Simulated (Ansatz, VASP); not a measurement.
## One calculation of SnO, two programs

```
CELL_PARAMETERS angstrom
2.71312 -2.71310 0.00000
2.71312 2.71310 0.00000
0.00000 0.00000 9.52714
ATOMIC_POSITIONS crystal
Sn 0.75001 0.24999 0.87162
Sn 0.24999 0.75001 0.12838
Sn 0.74999 0.25001 0.37162
Sn 0.25001 0.74999 0.62838
O 0.25000 0.25000 0.25000
O 0.75000 0.75000 0.75000
O 0.25000 0.25000 0.75000
O 0.75000 0.75000 0.25000
```

Alike in both runs: functional PBE; dispersion D3(BJ); k mesh 10 × 10 × 4; occupations gaussian, width 0.02 eV; no spin polarisation.

Ansatz relaxed the structure, and its values are those at the end. VASP's run is a single point on that final structure, the one shown.

|  | VASP | Ansatz |
| --- | --- | --- |
| version | VASP 6.6.1 | Ansatz 0.2.0 |
| potentials or method | VASP PAW PBE potentials, release 64 (Sn_d, O), cutoff 520 eV | scalar-relativistic, plane waves, PAW |
| valence electrons in the cell | 80 | 80 |

|  | VASP | Ansatz | Ansatz less VASP |
| --- | --- | --- | --- |
| pressure (GPa) | 0.2 | 0.0 | -0.21 |
| rms of the force components (eV/Å) | 0.032 | 0.000 | -0.0313 |
